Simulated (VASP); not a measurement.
Write the native input for VASP 6.6.1 that does the following.

```yaml
Task: single point
Functional: PBEsol
Potentials_or_basis: VASP PAW PBE potentials, release 64 (Ta_pv)
Cutoff: 520 eV
k_mesh: 22 × 22 × 7
Occupations: gaussian, width 0.15 eV
Spin: no spin polarisation
Dipole_correction: no
Further_INCAR_settings: ALGO = Fast; EDIFF = 1e-06; NBANDS = 30
```

The structure of Ta lies in POSCAR:

```
Ta
1.0
   -1.6402597622      1.6402597622     -1.6402597622
   -1.6402597622     -1.6402597622      1.6402597622
    0.0000000000     10.8036797361     10.8036797361
Ta
4
Direct
    0.0000000000      0.0000000000      0.5313846123
    0.5000000000      0.5000000000      0.0759120875
    0.0000000000      0.0000000000      0.2277362624
    0.5000000000      0.5000000000      0.3795604373
```

This cell differs from its parent crystal: the distance across one plane changed.

These files were run (other wordings do the same):

INCAR

```
SYSTEM = Ta
PREC = Accurate ; ENCUT = 520
EDIFF = 1E-6 ; ISMEAR = 0
SIGMA = 0.15 ; LREAL = .FALSE.
LASPH = .TRUE. ; NELM = 80
ALGO = Fast ; ISIF = 2
LWAVE = .FALSE. ; LCHARG = .FALSE.
GGA = PS ; NBANDS = 30
```

KPOINTS

```
Automatic mesh
0
G
  22 22 7
  0 0 0
```

Potentials or basis: VASP PAW PBE potentials, release 64 (Ta_pv).

The run is started by

```console
$ cat potpaw_PBE.64/Ta_pv/POTCAR > POTCAR
$ mpirun -np 1 vasp_std > vasp.out
```

Results of the run:

```
Largest force          : 0.502 eV/Å
Band gap on the k mesh : zero (bands 22 and 23 overlap by 2.14 eV)
```

Caveat: the cell differs from its parent crystal (the distance across one plane changed); there is no dipole correction, which matters where the two faces differ; the PAW data sets were made with another functional, which shifts forces and pressure a little; spin-orbit coupling is left out, which moves the levels of the heavy elements.

Wall time 75 min on 1 thread of Oxide Virtual Turin-like Processor, with other jobs on the host, peak memory 1.2 GiB.
